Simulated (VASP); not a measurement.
Write the native input for VASP 6.6.1 that does the following.

| Quantity | Value |
| --- | --- |
| Task | relaxation of cell and atoms |
| Functional | BLYP |
| Dispersion | D3(BJ) |
| Potentials or basis | VASP PAW PBE potentials, release 64 (Ta_pv) |
| Cutoff | 600 eV |
| k mesh | 11 × 11 × 11 |
| Occupations | fermi-dirac, width 0.05 eV |
| Spin | no spin polarisation |
| Dipole correction | no |
| Further INCAR settings | ALGO = Normal; EDIFF = 1e-06; IBRION = 2; EDIFFG = -0.01; NSW = 60; ISIF = 3 |

The structure of Ta lies in POSCAR:

```
Ta
1.0
   -1.6512800000      1.6512800000      1.6512800000
    1.6512800000     -1.6512800000      1.6512800000
    1.6512800000      1.6512800000     -1.6512800000
Ta
1
Direct
    0.0000000000      0.0000000000      0.0000000000
```

The input as run:

INCAR

```
SYSTEM = Ta
AGGAC    = 1.0          
AGGAX    = 1.0          
ALDAC    = 0.0          
ALDAX    = 1.0          
ALGO     = Normal         ! electronic algorithm
EDIFF    = 1E-6           ! SCF threshold, eV
EDIFFG   = -0.01          ! ionic threshold
ENCUT    = 600            ! plane-wave cutoff, eV
GGA      = B5             ! functional
IBRION   = 2              ! ionic algorithm
ISIF     = 3              ! what is computed and relaxed
ISMEAR   = -1             ! smearing method
IVDW     = 12             ! dispersion correction
LASPH    = .TRUE.         ! aspherical terms in the spheres
LCHARG   = .FALSE.        ! write CHGCAR
LREAL    = .FALSE.        ! projectors in reciprocal space
LWAVE    = .FALSE.        ! write WAVECAR
NELM     = 100            ! most SCF steps
NSW      = 60             ! ionic steps
PREC     = Accurate       ! precision mode
SIGMA    = 0.05           ! smearing width, eV
VDW_A1   = 0.4298       
VDW_A2   = 4.2359       
VDW_S6   = 1.0          
VDW_S8   = 2.6996
```

KPOINTS

```
k-points
0
G
  11 11 11
  0 0 0
```

Potentials or basis: VASP PAW PBE potentials, release 64 (Ta_pv).

Run with:

```sh
$ cat potpaw_PBE.64/Ta_pv/POTCAR > POTCAR
$ mpirun -np 1 vasp_std > vasp.out
```

Results of the run:

```json
{"Relaxed volume": "17.55 Å³/atom", "Relaxed cell": "a = 2.836 Å, b = 2.836 Å, c = 2.836 Å, α = 109.47°, β = 109.47°, γ = 109.47°", "Space group after relaxing (to 0.05 Å)": "Im-3m (No. 229)", "Energy gained by relaxing": "7.9 meV/atom", "Ionic steps": "4", "Pressure after relaxing": "0.0 GPa", "Dispersion energy per atom": "-1.683 eV"}
```

Caveat: the PAW data sets were made with another functional, which shifts forces and pressure a little; pairwise dispersion overbinds metals, which lowers pressure and volume.

It took 60 s on 1 thread of Intel Xeon 8259CL, on a shared host, peak memory 0.16 GiB.
